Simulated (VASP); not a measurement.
Runs of VASP 6.6.1 on ZnS. The structure is that of space group P6_3mc (No. 186), or close to it. The cells are those of the table. 

```csv
cell,gap on the mesh (eV),pressure (GPa),largest force (eV/Å)
"a = 3.807, b = 3.807, c = 6.339 Å, angles 90.0, 90.0, 120.0°, 4 atoms",2.67,-1.1,0.09
"a = 3.807, b = 3.807, c = 6.152 Å, angles 90.0, 90.0, 120.0°, 4 atoms",2.89,1.3,(c)
"a = 3.807, b = 3.807, c = 6.277 Å, angles 90.0, 90.0, 120.0°, 4 atoms",(a),-0.4,0.04
"a = 3.807, b = 3.807, c = 6.121 Å, angles 90.0, 90.0, 120.0°, 4 atoms",2.93,1.8,(d)
"a = 3.807, b = 3.807, c = 6.371 Å, angles 90.0, 90.0, 120.0°, 4 atoms",2.64,-1.4,0.11
"a = 3.807, b = 3.807, c = 6.308 Å, angles 90.0, 90.0, 120.0°, 4 atoms",2.71,-0.7,0.07
"a = 3.807, b = 3.807, c = 6.215 Å, angles 90.0, 90.0, 120.0°, 4 atoms",2.82,0.4,0.04
"a = 3.807, b = 3.807, c = 6.355 Å, angles 90.0, 90.0, 120.0°, 4 atoms",2.66,-1.3,(b)
```

Alike in all rows: task single point; level r2SCAN; potentials or basis VASP PAW PBE potentials, release 64 (Zn, S); no spin polarisation; k mesh 6 × 6 × 4; cutoff (eV) 520; smearing gaussian 0.05 eV.

**Question.** Fill in the values left out.

**Answer.** (a) 2.75; (b) 0.10; (c) 0.12; (d) 0.17.

Caveats: the PAW data sets were made with another functional, which shifts forces and pressure a little.

